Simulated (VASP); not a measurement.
# Se (R-3) in VASP: a series of runs

Aim: see how the results for Se move with the level of theory and the settings. Levels: PBE, r2SCAN. Tasks: single point.

Program: VASP 6.6.1. These are calculated values, not measurements. Logs are shortened: lines on timing, memory, paths and dates and some standing lists are left out, and cuts for length are marked.

### Step 1. The cell of the first run

It takes space group R-3 (No. 148, trigonal). Conventional cell: a = 10.932 Å, b = 10.932 Å, c = 4.340 Å, α = 90.00°, β = 90.00°, γ = 120.00°. Se (site symmetry 1) has 5 Se at 2.38 to 3.26 Å within 3.3 Å.

### Step 2. Single point, PBE (strain -2.8%)

The input, INCAR:

```
ALGO = Normal
EDIFF = 1E-6
ENCUT = 520
GGA = PE
ISIF = 2
ISMEAR = -1
LASPH = T
LCHARG = F
LREAL = F
LWAVE = F
NBANDS = 27
NELM = 80
PREC = Accurate
SIGMA = 0.02
```

The input, KPOINTS:

```
k-points
0
Gamma
  6 6 6
```

The input, POSCAR:

```
Se
1.0
    5.4661319938      3.1558727780      1.4465582538
   -5.4661319938      3.1558727780      1.4465582538
    0.0000000000     -6.3117455561      1.4465582537
Se
6
Direct
    0.8305588848      0.7028741599      0.0804983091
    0.7028741599      0.0804983091      0.8305588848
    0.0804983091      0.8305588848      0.7028741599
    0.1694411152      0.2971258401      0.9195016909
    0.2971258401      0.9195016909      0.1694411152
    0.9195016909      0.1694411152      0.2971258401
```

Potentials or basis: VASP PAW PBE potentials, release 64 (Se).

Run with:

```bash
$ cat potpaw_PBE.64/Se/POTCAR > POTCAR
$ mpirun -np 1 vasp_std > vasp.out
```

OUTCAR:

```text
EDIFF = 1E-6
   ENCUT = 520
   GGA = PE
   ISIF = 2
   ISMEAR = -1
   LASPH = T
   LREAL = F
   NELM = 80
   PREC = Accurate

 ion  position               nearest neighbor table
   1  0.831  0.703  0.080-   5 2.38   6 2.38
   2  0.703  0.080  0.831-   4 2.38   6 2.38
   3  0.080  0.831  0.703-   4 2.38   5 2.38
   4  0.169  0.297  0.920-   2 2.38   3 2.38
   5  0.297  0.920  0.169-   1 2.38   3 2.38
   6  0.920  0.169  0.297-   1 2.38   2 2.38

  LATTYP: Found a trigonal (rhomboedric) cell.
 ALAT       =     6.4753890035
 COS(alpha) =    -0.4251431777

  Lattice vectors:

 A1 = (   5.4661319938,   3.1558727780,   1.4465582538)
 A2 = (  -5.4661319938,   3.1558727780,   1.4465582538)
 A3 = (   0.0000000000,  -6.3117455561,   1.4465582537)

Analysis of symmetry for initial positions (statically):
=====================================================================
 Subroutine PRICEL returns:
 Original cell was already a primitive cell.

 Routine SETGRP: Setting up the symmetry group for a
 trigonal (rhombohedral) supercell.

 Subroutine GETGRP returns: Found  6 space group operations
 (whereof  6 operations were pure point group operations)
 out of a pool of 12 trial point group operations.

The static configuration has the point symmetry S_6 .

Analysis of symmetry for dynamics (positions and initial velocities):
=====================================================================
 Subroutine PRICEL returns:
 Original cell was already a primitive cell.

 Routine SETGRP: Setting up the symmetry group for a
 trigonal (rhombohedral) supercell.

 Subroutine GETGRP returns: Found  6 space group operations
 (whereof  6 operations were pure point group operations)
 out of a pool of 12 trial point group operations.

The dynamic configuration has the point symmetry S_6 .

 Subroutine INISYM returns: Found  6 space group operations
 (whereof  6 operations are pure point group operations),
 and found     1 'primitive' translations

----------------------------------------------------------------------------------------

                                     Primitive cell

  volume of cell :     149.7224

  direct lattice vectors                    reciprocal lattice vectors
     5.466131994  3.155872778  1.446558254     0.091472361  0.052811592  0.230432015
    -5.466131994  3.155872778  1.446558254    -0.091472361  0.052811592  0.230432015
     0.000000000 -6.311745556  1.446558254     0.000000000 -0.105623185  0.230432015

  length of vectors
     6.475389003  6.475389003  6.475389003     0.253486037  0.253486037  0.253486037

  position of ions in fractional coordinates (direct lattice)
     0.830558885  0.702874160  0.080498309
     0.702874160  0.080498309  0.830558885
     0.080498309  0.830558885  0.702874160
     0.169441115  0.297125840  0.919501691
     0.297125840  0.919501691  0.169441115
     0.919501691  0.169441115  0.297125840

  ion indices of the primitive-cell ions
   primitive index   ion index
                 1           1
                 2           2
                 3           3
                 4           4
                 5           5
                 6           6

----------------------------------------------------------------------------------------

 KPOINTS: k-points

Automatic generation of k-mesh.
 Grid dimensions read from file:
 generate k-points for:    6    6    6

 Generating k-lattice:

  Cartesian coordinates                     Fractional coordinates (reciprocal lattice)
     0.015245394  0.008801932  0.038405336     0.166666667 -0.000000000 -0.000000000
    -0.015245394  0.008801932  0.038405336    -0.000000000  0.166666667 -0.000000000
     0.000000000 -0.017603864  0.038405336     0.000000000  0.000000000  0.166666667

  Length of vectors
     0.042247673  0.042247673  0.042247673

  Shift w.r.t. Gamma in fractional coordinates (k-lattice)
     0.000000000  0.000000000  0.000000000

 Subroutine IBZKPT returns following result:
 ===========================================

 Found     40 irreducible k-points:

 Following reciprocal coordinates:
            Coordinates               Weight
  0.000000  0.000000  0.000000      1.000000
  0.166667  0.000000 -0.000000      6.000000
  0.333333  0.000000 -0.000000      6.000000
  0.500000 -0.000000 -0.000000      3.000000
  0.166667  0.166667 -0.000000      6.000000
  0.333333  0.166667 -0.000000      6.000000
[... 16 lines left out ...]
  0.333333  0.333333  0.166667      6.000000
  0.500000  0.333333  0.166667      6.000000
 [... further k-points ...]
   k-points           NKPTS =     40   k-points in BZ     NKDIM =     40   number of bands    NBANDS=     27
   number of dos      NEDOS =    301   number of ions     NIONS =      6
   total plane-waves  NPLWV = 110592
   dimension x,y,z NGX =    48 NGY =   48 NGZ =   48
   dimension x,y,z NGXF=    96 NGYF=   96 NGZF=   96
   ions per type =               6
   NGX,Y,Z   is equivalent  to a cutoff of  12.32, 12.32, 12.32 a.u.
   NGXF,Y,Z  is equivalent  to a cutoff of  24.65, 24.65, 24.65 a.u.
 SYSTEM =  unknown system
   PREC   = accura    normal or accurate (medium, high low for compatibility)
   ISTART =      0    job   : 0-new  1-cont  2-samecut
   ICHARG =      2    charge: 1-file 2-atom 10-const
   ISPIN  =      1    spin polarized calculation?
   LNONCOLLINEAR =      F non collinear calculations
   LSORBIT =      F    spin-orbit coupling
   LASPH  =      T    aspherical Exc in radial PAW
   ENCUT  =  520.0 eV  38.22 Ry    6.18 a.u.  12.04 12.04 12.04*2*pi/ulx,y,z
   NELM   =     80;   NELMIN=  2; NELMDL= -5     # of ELM steps
   EDIFF  = 0.1E-05   stopping-criterion for ELM
   LREAL  =      F    real-space projection
   EDIFFG = 0.1E-04   stopping-criterion for IOM
   NSW    =      0    number of steps for IOM
   IBRION =     -1    ionic relax: 0-MD 1-quasi-New 2-CG
   NFREE  =      0    steps in history (QN), initial steepest desc. (CG)
   ISIF   =      2    stress and relaxation
   ISYM   =      2    0-nonsym 1-usesym 2-fastsym
   POTIM  = 0.5000    time-step for ionic-motion
   TEBEG  =    0.0;   TEEND  =   0.0 temperature during run
   PSTRESS=    0.0 pullay stress
   NELECT =      36.0000    total number of electrons
   NUPDOWN=      -1.0000    fix difference up-down
   EMIN   =  10.00;   EMAX   =-10.00  energy-range for DOS
   EFERMI =   0.00;   METHOD = LEGACY
   ISMEAR =    -1;   SIGMA  =   0.02  broadening in eV -4-tet -1-fermi 0-gaus
   EFERMI_NEDOS =   21; number of points for ismear=-14 and -15
   IALGO  =     38    algorithm
   IMIX   =      4    mixing-type and parameters
     AMIX     =   0.40;   BMIX     =  1.00
     AMIX_MAG =   1.60;   BMIX_MAG =  1.00
  volume/ion in A,a.u.               =      24.95       168.40
  Fermi-wavevector in a.u.,A,eV,Ry     =   1.017998  1.923736 14.099976  1.036319
  Thomas-Fermi vector in A             =   2.151430
   LORBIT       =      0    0 simple, 1 ext, 2 COOP (PROOUT), +10 PAW based schemes
   GGA     = PE    functional components
   LHFCALC =     F    Hartree Fock is set to
   AEXX    =    0.0000 exact exchange contribution
   IVDW    =     0    specifies the selected vdW correction
   LEPSILON=     F    determine dielectric tensor
   LRPA    =     F    only Hartree local field effects (RPA)
 non-spin polarized calculation
  energy-cutoff  :      520.00
  volume of cell :      149.72
 maximum number of plane-waves:      4053
   NGX = 25   NGY = 25   NGZ = 25

 number of electron      36.0000000 magnetization

 Free energy of the ion-electron system (eV)
  ---------------------------------------------------
  ext. energy  EPLUGINS =         0.00000000
  ---------------------------------------------------
  free energy    TOTEN  =       -20.59385736 eV

  energy without entropy =      -20.59385736  energy(sigma->0) =      -20.59385736

 E-fermi :   3.5315     XC(G=0):  -9.2916

 val. band max:        3.1112500907   @ k =  -0.1667   0.5000   0.1667
 cond. band min:       4.3468633730   @ k =  -0.1667   0.1667   0.1667
 fundamental gap:      1.2356132823
 Fermi energy:         3.5315390605

 k-point     1 :       0.0000    0.0000    0.0000
  band No.  band energies     occupation
      1     -12.7621      2.00000
      2     -10.6952      2.00000
      3     -10.6952      2.00000
      4      -8.7315      2.00000
      5      -8.7315      2.00000
      6      -7.3523      2.00000
[... 19 lines left out ...]
     26       9.6130      0.00000
     27      10.0515      0.00000

 k-point     2 :       0.1667    0.0000   -0.0000
  band No.  band energies     occupation
      1     -12.6547      2.00000
      2     -10.7899      2.00000
      3     -10.7147      2.00000
      4      -8.7634      2.00000
      5      -8.5925      2.00000
      6      -7.3441      2.00000
[... 19 lines left out ...]
     26       9.8830      0.00000
     27       9.9837      0.00000

 k-point     3 :       0.3333    0.0000   -0.0000
  band No.  band energies     occupation
      1     -12.3963      2.00000
      2     -10.9994      2.00000
      3     -10.7573      2.00000
      4      -8.8123      2.00000
      5      -8.3090      2.00000
      6      -7.4146      2.00000
[... 19 lines left out ...]
     26      10.1746      0.00000
     27      10.6535      0.00000

 k-point     4 :       0.5000   -0.0000   -0.0000
  band No.  band energies     occupation
      1     -12.2278      2.00000
      2     -11.1342      2.00000
      3     -10.7802      2.00000
      4      -8.8317      2.00000
      5      -8.1518      2.00000
      6      -7.4988      2.00000
[... 19 lines left out ...]
     26      10.7355      0.00000
     27      11.2318      0.00000
[... 516 lines left out ...]
      4      -8.8203      2.00000
      5      -8.5555      2.00000
      6      -7.1196      2.00000
[... 19 lines left out ...]
     26       9.5531      0.00000
     27      10.2039      0.00000

 k-point    23 :       0.3333    0.3333    0.1667
  band No.  band energies     occupation
      1     -12.1250      2.00000
      2     -11.4624      2.00000
      3     -11.1717      2.00000
      4      -8.5980      2.00000
      5      -8.2127      2.00000
      6      -7.1053      2.00000
[... 19 lines left out ...]
     26       8.9683      0.00000
     27       9.2537      0.00000

 k-point    24 :       0.5000    0.3333    0.1667
  band No.  band energies     occupation
      1     -12.2281      2.00000
      2     -11.4901      2.00000
      3     -11.0859      2.00000
      4      -8.8150      2.00000
      5      -8.2500      2.00000
      6      -6.7628      2.00000
[... 19 lines left out ...]
     26       8.9310      0.00000
     27       9.7088      0.00000

 [... further k-points ...]
[... 5 lines left out ...]
  --------------------------------------------------------------------------------------
  -------------------------------------------------------------------------------------
  Total        4.3257901      4.3257901      3.5185867     -0.0000007     -0.0000000      0.0000000
  in kB       46.2902197     46.2902197     37.6523480     -0.0000075     -0.0000000      0.0000000
  external PRESSURE =      43.4109291 kB  Pullay stress =       0.0000000 kB

 VOLUME and BASIS-vectors are now :
 -----------------------------------------------------------------------------
  energy-cutoff  :      520.00
  volume of cell :      149.72
      direct lattice vectors                 reciprocal lattice vectors
     5.466131994  3.155872778  1.446558254     0.091472361  0.052811592  0.230432015
    -5.466131994  3.155872778  1.446558254    -0.091472361  0.052811592  0.230432015
     0.000000000 -6.311745556  1.446558254     0.000000000 -0.105623185  0.230432015

 POSITION                                       TOTAL-FORCE (eV/Angst)
 -----------------------------------------------------------------------------------
      0.69794      4.33123      2.33465         0.121847     -0.281656     -0.249668
      3.40199     -2.77005      2.33465        -0.304844      0.035306     -0.249668
     -4.09993     -1.56118      2.33465         0.182998      0.246350     -0.249668
     -0.69794     -4.33123      2.00503        -0.121847      0.281656      0.249668
     -3.40199      2.77005      2.00503         0.304844     -0.035306      0.249668
      4.09993      1.56118      2.00503        -0.182998     -0.246350      0.249668
 -----------------------------------------------------------------------------------
    total drift:                               -0.000000      0.000000     -0.000000

  FREE ENERGIE OF THE ION-ELECTRON SYSTEM (eV)
  ---------------------------------------------------
  free  energy   TOTEN  =       -20.5938573608 eV

  energy  without entropy=      -20.5938573608  energy(sigma->0) =      -20.59385736
```

Wall time 90 s (1 thread of Intel Xeon 6975P-C (Granite Rapids), shared host); peak memory 0.36 GiB.

Results:

| Quantity | Value |
| --- | --- |
| Free energy | -20.5939 eV |
| Pressure | 4.3 GPa |
| Largest force | 0.396 eV/Å |
| Band gap on the k mesh | 1.24 eV (least direct gap 1.27 eV) |

Forces on the atoms (eV/Å):
```
Se   0.122 -0.282 -0.250
Se  -0.305  0.035 -0.250
Se   0.183  0.246 -0.250
Se  -0.122  0.282  0.250
Se   0.305 -0.035  0.250
Se  -0.183 -0.246  0.250
```

Stress tensor (GPa, compression positive):
```
4.63 0.00 0.00
0.00 4.63 0.00
0.00 0.00 3.77
```

Caveat: the cell differs from its parent crystal (strain -2.8%); the cell stands under pressure; this functional lacks dispersion, which holds the molecules together, so the pressure and a relaxed volume are unreliable. A k mesh can miss the band edges.

### Step 3. Single point, r2SCAN (strain -2.8%)

POSCAR is that of step 2.

The input, INCAR.step1:

```
SYSTEM = Se
  PREC = Accurate
  ENCUT = 520
  ISMEAR = 0
  SIGMA = 0.01
  LREAL = .False.
  LASPH = .True.
  NELM = 60
  NBANDS = 27
  GGA = PE
  ALGO = Normal
  EDIFF = 1E-4
  LWAVE = .True.
  LCHARG = .False.
```

The input, INCAR.step2:

```
SYSTEM = Se
  PREC = Accurate
  ENCUT = 520
  EDIFF = 1E-7
  ISMEAR = 0
  SIGMA = 0.01
  LREAL = .False.
  LASPH = .True.
  NELM = 60
  ALGO = Normal
  ISIF = 2
  LWAVE = .False.
  LCHARG = .False.
  METAGGA = R2SCAN
  LMIXTAU = .True.
  NBANDS = 27
  ISTART = 1
```

The input, KPOINTS:

```
regular mesh
0
Gamma
  6 6 6
  0 0 0
```

Potentials or basis: VASP PAW PBE potentials, release 64 (Se).

Run with:

```bash
$ cat potpaw_PBE.64/Se/POTCAR > POTCAR
$ cp INCAR.step1 INCAR
$ mpirun -np 1 vasp_std > vasp.out
$ cp INCAR.step2 INCAR
$ mpirun -np 1 vasp_std > vasp.out
```

Run time: 6.3 min. Hardware: 1 thread of Intel Xeon 6975P-C (Granite Rapids), shared host; peak memory 0.42 GiB.

It converged, with:

```
Free energy            : -85.5252 eV
Pressure               : 2.8 GPa
Largest force          : 0.039 eV/Å
Band gap on the k mesh : 1.52 eV (least direct gap 1.56 eV)
```

Forces on the atoms (eV/Å):
```
Se  -0.005  0.021  0.033
Se   0.021 -0.006  0.033
Se  -0.016 -0.015  0.033
Se   0.005 -0.021 -0.033
Se  -0.021  0.006 -0.033
Se   0.016  0.015 -0.033
```

Stress tensor (GPa, compression positive):
```
2.94 0.00 0.00
0.00 2.94 0.00
0.00 0.00 2.41
```

Levels at points of the mesh, in eV from the valence-band top:
```csv
k point,band 14,band 15,band 16,band 17,band 18,band 19,band 20,band 21,band 22,band 23
"(0.00, 0.00, 0.00)",-1.47,-0.71,-0.71,-0.57,-0.57,2.30,2.30,3.00,3.11,3.23
"(0.50, 0.00, 0.00)",-1.47,-1.44,-0.73,-0.26,-0.04,2.02,2.06,3.18,3.19,3.47
"(0.50, 0.50, 0.00)",-1.69,-1.44,-1.27,-0.94,-0.08,1.77,1.90,2.48,3.47,3.90
"(0.50, 0.50, 0.50)",-1.50,-1.50,-1.32,-1.32,-0.06,1.80,1.80,1.90,4.05,4.91
```

Caveat: the cell differs from its parent crystal (strain -2.8%); the PAW data sets were made with another functional, which shifts forces and pressure a little. A k mesh can miss the band edges.
